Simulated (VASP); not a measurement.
## BeS: single point with PBEsol

The system is BeS.

```
Be S
1.0
     0.00000    2.64034    2.64034
     2.64034    0.00000    2.64034
     2.64034    2.64034    0.00000
Be S
1 1
Direct
  0.00000 0.00000 0.00000
  0.75000 0.75000 0.75000
```

This cell differs from its parent crystal: Te replaced by S, lengths x 0.915, strained.

```
Program                : VASP 6.6.1
Task                   : single point
Functional             : PBEsol
Potentials or basis    : VASP PAW PBE potentials, release 64 (Be, S)
Cutoff                 : 600 eV
k mesh                 : 8 × 8 × 8
Occupations            : gaussian, width 0.02 eV
Spin                   : no spin polarisation
Dipole correction      : no
Further INCAR settings : ALGO = Normal; EDIFF = 1e-06; NBANDS = 11
```

The pressure is -15.3 GPa. The band gap on the k mesh is 3.36 eV, indirect (least direct gap 3.79 eV).

Levels at points of the mesh, in eV from the valence-band top:
```
           k point  band 1  band 2  band 3  band 4  band 5  band 6  band 7  band 8
(0.00, 0.00, 0.00)  -12.25    0.00    0.00    0.00    3.79    5.59    5.59    5.59
(0.50, 0.00, 0.00)  -11.23   -4.41   -0.74   -0.74    4.44    6.40    6.40    9.63
(0.50, 0.50, 0.00)  -10.89   -3.92   -1.91   -1.91    3.36    4.84   10.73   10.73
```

Wall time 22 s on 1 thread of Intel Xeon 8259CL (shared host), peak memory 0.16 GiB.

Caveat: the cell differs from its parent crystal (Te replaced by S, lengths x 0.915, strained); the PAW data sets were made with another functional, which shifts forces and pressure a little. A k mesh can miss the band edges.
